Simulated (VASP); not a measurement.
# TeW (P4/nmm) in VASP: single point with r2SCAN

Aim: the single point of TeW with r2SCAN.

Program: VASP 6.6.1. These are calculated values, not measurements. Logs are shortened: lines on timing, memory, paths and dates and some standing lists are left out, and cuts for length are marked.

## (1) The cell of the first run

The structure is tetragonal, space group P4/nmm (No. 129). Conventional cell: a = 4.259 Å, b = 4.259 Å, c = 5.383 Å, α = 90.00°, β = 90.00°, γ = 90.00°. W (site symmetry -4m2) has 4 Te at 2.49 Å and 4 W at 3.01 Å within 3.3 Å. Te (site symmetry 4mm) has 4 W at 2.49 Å within 3.3 Å.

## (2) Single point, r2SCAN

POSCAR reads:

```
TeW
1.0
    4.2593371800      0.0000000000      0.0000000000
    0.0000000000      4.2593371800      0.0000000000
    0.0000000000      0.0000000000      5.3827140900
W Te
2 2
Direct
    0.0000000000      0.0000000000      0.0000000000
    0.5000000000      0.5000000000      0.0000000000
    0.5000000000      0.0000000000      0.2385000000
    0.0000000000      0.5000000000      0.7615000000
```

INCAR.step1 reads:

```
SYSTEM = TeW
  ALGO = Normal
  EDIFF = 1E-4
  ENCUT = 520
  GGA = PE
  ISMEAR = 1
  LASPH = .True.
  LCHARG = .False.
  LREAL = .False.
  LWAVE = .True.
  NBANDS = 28
  NELM = 80
  PREC = Accurate
  SIGMA = 0.0417
```

INCAR.step2 reads:

```
SYSTEM = TeW
  ALGO = Normal
  EDIFF = 1E-6
  ENCUT = 520
  ISIF = 2
  ISMEAR = 1
  ISTART = 1
  LASPH = .True.
  LCHARG = .True.
  LELF = .True.
  LMIXTAU = .True.
  LREAL = .False.
  LVHAR = .True.
  LWAVE = .False.
  METAGGA = R2SCAN
  NBANDS = 28
  NELM = 80
  PREC = Accurate
  SIGMA = 0.0417
```

KPOINTS reads:

```
k-points
0
Gamma
  6 6 6
  0 0 0
```

Potentials or basis: VASP PAW PBE potentials, release 64 (W_sv, Te).

Run with:

```
> cat potpaw_PBE.64/W_sv/POTCAR potpaw_PBE.64/Te/POTCAR > POTCAR
> cp INCAR.step1 INCAR
> mpirun -np 1 vasp_std > vasp.out
> cp INCAR.step2 INCAR
> mpirun -np 1 vasp_std > vasp.out
```

OUTCAR:

```text
SYSTEM = TeW
   EDIFF = 1E-6
   ENCUT = 520
   ISIF = 2
   ISMEAR = 1
   ISTART = 1
   LASPH = .True.
   LREAL = .False.
   METAGGA = R2SCAN
   NELM = 80
   PREC = Accurate

 ion  position               nearest neighbor table
   1  0.000  0.000  0.000-   3 2.49   4 2.49   4 2.49   3 2.49   2 3.01   2 3.01   2 3.01   2 3.01

   2  0.500  0.500  0.000-   3 2.49   4 2.49   3 2.49   4 2.49   1 3.01   1 3.01   1 3.01   1 3.01

   3  0.500  0.000  0.239-   1 2.49   2 2.49   2 2.49   1 2.49
   4  0.000  0.500  0.761-   1 2.49   2 2.49   1 2.49   2 2.49

  LATTYP: Found a simple tetragonal cell.
 ALAT       =     4.2593371800
 C/A-ratio  =     1.2637445364

  Lattice vectors:

 A1 = (   4.2593371800,   0.0000000000,   0.0000000000)
 A2 = (   0.0000000000,   4.2593371800,   0.0000000000)
 A3 = (   0.0000000000,   0.0000000000,   5.3827140900)

Analysis of symmetry for initial positions (statically):
=====================================================================
 Subroutine PRICEL returns:
 Original cell was already a primitive cell.

 Routine SETGRP: Setting up the symmetry group for a
 simple tetragonal supercell.

 Subroutine GETGRP returns: Found 16 space group operations
 (whereof  8 operations were pure point group operations)
 out of a pool of 16 trial point group operations.

The static configuration has the point symmetry D_2d.
 The point group associated with its full space group is D_4h.

Analysis of symmetry for dynamics (positions and initial velocities):
=====================================================================
 Subroutine PRICEL returns:
 Original cell was already a primitive cell.

 Routine SETGRP: Setting up the symmetry group for a
 simple tetragonal supercell.

 Subroutine GETGRP returns: Found 16 space group operations
 (whereof  8 operations were pure point group operations)
 out of a pool of 16 trial point group operations.

The dynamic configuration has the point symmetry D_2d.
 The point group associated with its full space group is D_4h.

 Subroutine INISYM returns: Found 16 space group operations
 (whereof  8 operations are pure point group operations),
 and found     1 'primitive' translations

----------------------------------------------------------------------------------------

                                     Primitive cell

  volume of cell :      97.6529

  direct lattice vectors                    reciprocal lattice vectors
     4.259337180  0.000000000  0.000000000     0.234778314  0.000000000  0.000000000
     0.000000000  4.259337180  0.000000000     0.000000000  0.234778314  0.000000000
     0.000000000  0.000000000  5.382714090     0.000000000  0.000000000  0.185779884

  length of vectors
     4.259337180  4.259337180  5.382714090     0.234778314  0.234778314  0.185779884

  position of ions in fractional coordinates (direct lattice)
     0.000000000  0.000000000  0.000000000
     0.500000000  0.500000000  0.000000000
     0.500000000  0.000000000  0.238500000
     0.000000000  0.500000000  0.761500000

  ion indices of the primitive-cell ions
   primitive index   ion index
                 1           1
                 2           2
                 3           3
                 4           4

----------------------------------------------------------------------------------------

 KPOINTS: k-points

Automatic generation of k-mesh.
 Grid dimensions read from file:
 generate k-points for:    6    6    6

 Generating k-lattice:

  Cartesian coordinates                     Fractional coordinates (reciprocal lattice)
     0.039129719  0.000000000  0.000000000     0.166666667  0.000000000  0.000000000
     0.000000000  0.039129719  0.000000000     0.000000000  0.166666667  0.000000000
     0.000000000  0.000000000  0.030963314     0.000000000  0.000000000  0.166666667

  Length of vectors
     0.039129719  0.039129719  0.030963314

  Shift w.r.t. Gamma in fractional coordinates (k-lattice)
     0.000000000  0.000000000  0.000000000

 Subroutine IBZKPT returns following result:
 ===========================================

 Found     40 irreducible k-points:

 Following reciprocal coordinates:
            Coordinates               Weight
  0.000000  0.000000  0.000000      1.000000
  0.166667  0.000000  0.000000      4.000000
  0.333333  0.000000  0.000000      4.000000
  0.500000  0.000000  0.000000      2.000000
  0.166667  0.166667  0.000000      4.000000
  0.333333  0.166667  0.000000      8.000000
[... 16 lines left out ...]
  0.333333  0.000000  0.333333      8.000000
  0.500000  0.000000  0.333333      4.000000
 [... further k-points ...]
   k-points           NKPTS =     40   k-points in BZ     NKDIM =     40   number of bands    NBANDS=     28
   number of dos      NEDOS =    301   number of ions     NIONS =      4
   total plane-waves  NPLWV =  40960
   dimension x,y,z NGX =    32 NGY =   32 NGZ =   40
   dimension x,y,z NGXF=    64 NGYF=   64 NGZF=   80
   ions per type =               2   2
   NGX,Y,Z   is equivalent  to a cutoff of  12.49, 12.49, 12.35 a.u.
   NGXF,Y,Z  is equivalent  to a cutoff of  24.98, 24.98, 24.71 a.u.
 SYSTEM =  TeW
   PREC   = accura    normal or accurate (medium, high low for compatibility)
   ISTART =      1    job   : 0-new  1-cont  2-samecut
   ICHARG =      0    charge: 1-file 2-atom 10-const
   ISPIN  =      1    spin polarized calculation?
   LNONCOLLINEAR =      F non collinear calculations
   LSORBIT =      F    spin-orbit coupling
   LASPH  =      T    aspherical Exc in radial PAW
   ENCUT  =  520.0 eV  38.22 Ry    6.18 a.u.   7.92  7.92 10.01*2*pi/ulx,y,z
   NELM   =     80;   NELMIN=  2; NELMDL=  0     # of ELM steps
   EDIFF  = 0.1E-05   stopping-criterion for ELM
   LREAL  =      F    real-space projection
[... 7 lines left out ...]
   TEBEG  =    0.0;   TEEND  =   0.0 temperature during run
   PSTRESS=    0.0 pullay stress
   NELECT =      40.0000    total number of electrons
   NUPDOWN=      -1.0000    fix difference up-down
   EMIN   =  10.00;   EMAX   =-10.00  energy-range for DOS
   EFERMI =   0.00;   METHOD = LEGACY
   ISMEAR =     1;   SIGMA  =   0.04  broadening in eV -4-tet -1-fermi 0-gaus
   EFERMI_NEDOS =   21; number of points for ismear=-14 and -15
   IALGO  =     38    algorithm
   IMIX   =      4    mixing-type and parameters
     AMIX     =   0.40;   BMIX     =  1.00
     AMIX_MAG =   1.60;   BMIX_MAG =  1.00
  volume/ion in A,a.u.               =      24.41       164.75
  Fermi-wavevector in a.u.,A,eV,Ry     =   1.215812  2.297551 20.112111  1.478198
  Thomas-Fermi vector in A             =   2.351187
   LORBIT       =      0    0 simple, 1 ext, 2 COOP (PROOUT), +10 PAW based schemes
   METAGGA = R2SCAN    functional components
   LHFCALC =     F    Hartree Fock is set to
   AEXX    =    0.0000 exact exchange contribution
   IVDW    =     0    specifies the selected vdW correction
   LEPSILON=     F    determine dielectric tensor
   LRPA    =     F    only Hartree local field effects (RPA)
 non-spin polarized calculation
 Methfessel and Paxton  Order N= 1 SIGMA  =   0.04
  energy-cutoff  :      520.00
  volume of cell :       97.65
 maximum number of plane-waves:      2654
 NGX is ok and might be reduce to    32
   NGX = 15   NGY = 15   NGZ = 21

 number of electron      39.9999993 magnetization

 Free energy of the ion-electron system (eV)
  ---------------------------------------------------
  ext. energy  EPLUGINS =         0.00000000
  ---------------------------------------------------
  free energy    TOTEN  =      -147.91179857 eV

  energy without entropy =     -147.91179023  energy(sigma->0) =     -147.91179579

 E-fermi :   7.8692     XC(G=0): -11.0858

 val. band max:        7.8558207213   @ k =   0.3333   0.3333   0.1667
 cond. band min:       7.8709232035   @ k =   0.3333   0.3333   0.0000
 fundamental gap:      0.0151024821
 Fermi energy:         7.8691641898

 k-point     1 :       0.0000    0.0000    0.0000
  band No.  band energies     occupation
      1     -67.6438      2.00000
      2     -67.5984      2.00000
      3     -31.6143      2.00000
      4     -31.6143      2.00000
      5     -31.4380      2.00000
      6     -31.3158      2.00000
[... 20 lines left out ...]
     27      13.0576      0.00000
     28      14.0249      0.00000

 k-point     2 :       0.1667    0.0000    0.0000
  band No.  band energies     occupation
      1     -67.6406      2.00000
      2     -67.6014      2.00000
      3     -31.5959      2.00000
      4     -31.5888      2.00000
      5     -31.4289      2.00000
      6     -31.3243      2.00000
[... 20 lines left out ...]
     27      12.8238      0.00000
     28      13.7931      0.00000

 k-point     3 :       0.3333    0.0000    0.0000
  band No.  band energies     occupation
      1     -67.6322      2.00000
      2     -67.6095      2.00000
      3     -31.5404      2.00000
      4     -31.5189      2.00000
      5     -31.4045      2.00000
      6     -31.3576      2.00000
[... 20 lines left out ...]
     27      13.0892      0.00000
     28      14.7373      0.00000

 k-point     4 :       0.5000    0.0000    0.0000
  band No.  band energies     occupation
      1     -67.6208      2.00000
      2     -67.6208      2.00000
      3     -31.4524      2.00000
      4     -31.4524      2.00000
      5     -31.4225      2.00000
      6     -31.4225      2.00000
[... 578 lines left out ...]
     27      12.8532      0.00000
     28      13.9577      0.00000

 k-point    23 :       0.3333    0.0000    0.3333
  band No.  band energies     occupation
      1     -67.6322      2.00000
      2     -67.6095      2.00000
      3     -31.5403      2.00000
      4     -31.5189      2.00000
      5     -31.4048      2.00000
      6     -31.3576      2.00000
[... 20 lines left out ...]
     27      13.3493      0.00000
     28      14.5420      0.00000

 k-point    24 :       0.5000    0.0000    0.3333
  band No.  band energies     occupation
      1     -67.6207      2.00000
      2     -67.6207      2.00000
      3     -31.4524      2.00000
      4     -31.4524      2.00000
      5     -31.4225      2.00000
      6     -31.4225      2.00000
[... 20 lines left out ...]
     27      14.3789      0.00000
     28      14.3789      0.00000

 [... further k-points ...]

------------------------ aborting loop because EDIFF is reached ----------------------------------------

  FORCE on cell =-STRESS in cart. coord.  units (eV):
  Direction    XX          YY          ZZ          XY          YZ          ZX
  --------------------------------------------------------------------------------------
  -------------------------------------------------------------------------------------
  Total       15.6689337     15.6689337     15.4239722      0.0000000      0.0000000      0.0000000
  in kB      257.0778564    257.0778564    253.0588097      0.0000000      0.0000000      0.0000000
  external PRESSURE =     255.7381742 kB  Pullay stress =       0.0000000 kB

 VOLUME and BASIS-vectors are now :
 -----------------------------------------------------------------------------
  energy-cutoff  :      520.00
  volume of cell :       97.65
      direct lattice vectors                 reciprocal lattice vectors
     4.259337180  0.000000000  0.000000000     0.234778314  0.000000000  0.000000000
     0.000000000  4.259337180  0.000000000     0.000000000  0.234778314  0.000000000
     0.000000000  0.000000000  5.382714090     0.000000000  0.000000000  0.185779884

 POSITION                                       TOTAL-FORCE (eV/Angst)
 -----------------------------------------------------------------------------------
      0.00000      0.00000      0.00000        -0.000000      0.000000      0.000000
      2.12967      2.12967      0.00000        -0.000000      0.000000      0.000000
      2.12967      0.00000      1.28378        -0.000000     -0.000000      5.852556
      0.00000      2.12967      4.09894         0.000000      0.000000     -5.852556
 -----------------------------------------------------------------------------------
    total drift:                                0.000000     -0.000000     -0.000000

  FREE ENERGIE OF THE ION-ELECTRON SYSTEM (eV)
  ---------------------------------------------------
  free  energy   TOTEN  =      -147.9117985702 eV

  energy  without entropy=     -147.9117902300  energy(sigma->0) =     -147.91179579
```

It took 3.7 min on 1 thread of AMD EPYC 7R13 (Zen 3), shared host; peak memory 0.23 GiB.

Results:

```
Free energy            : -147.9118 eV
Pressure               : 25.6 GPa
Largest force          : 5.853 eV/Å
Band gap on the k mesh : zero (bands 20 and 21 overlap by 1.97 eV)
```

Forces in eV/Å, atoms in the order of the input:
```
W    0.000  0.000  0.000
W    0.000  0.000  0.000
Te   0.000  0.000  5.853
Te   0.000  0.000 -5.853
```

Stress tensor (GPa, compression positive):
```
25.71  0.00  0.00
 0.00 25.71  0.00
 0.00  0.00 25.31
```

Caveat: the cell stands under pressure; the PAW data sets were made with another functional, which shifts forces and pressure a little; spin-orbit coupling is left out, which moves the levels of the heavy elements.
